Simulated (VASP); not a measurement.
Runs of VASP 6.6.1 on Hf. The structure is that of space group Fm-3m (No. 225), or close to it. The cells are those of the table. 

| task | cell | cutoff (eV) | gap on the mesh (eV) | pressure (GPa) |
| --- | --- | --- | --- | --- |
| single point | a = 2.370 Å, angles 60.0°, 1 atom | 520 | none | (a) |
| relaxation of cell and atoms | relaxed to 430 GPa from a = 2.369 Å, angles 60.0°, 1 atom | 600 | none | 430.0 |
| relaxation of cell and atoms | relaxed to 430 GPa from a = 2.370 Å, angles 60.0°, 1 atom | 600 | none | 430.0 |
| single point | a = 2.369 Å, angles 60.0°, 1 atom | 520 | none | 420.8 |

Alike in all rows: level PBE; potentials or basis VASP PAW PBE potentials, release 64 (Hf_pv); no spin polarisation; k mesh 20 × 20 × 20; smearing fermi-dirac 0.08 eV.

Problem. Fill in the values left out.

Solution. (a) 420.0.

Caveats: spin-orbit coupling is left out, which moves the levels of the heavy elements; the cell is relaxed towards a set pressure, so the enthalpy falls and the energy may rise (some runs).

A k mesh can miss the band edges, and the runs leave out spin-orbit coupling on Hf.

A gap of «none» marks levels without a gap at the run's occupations.
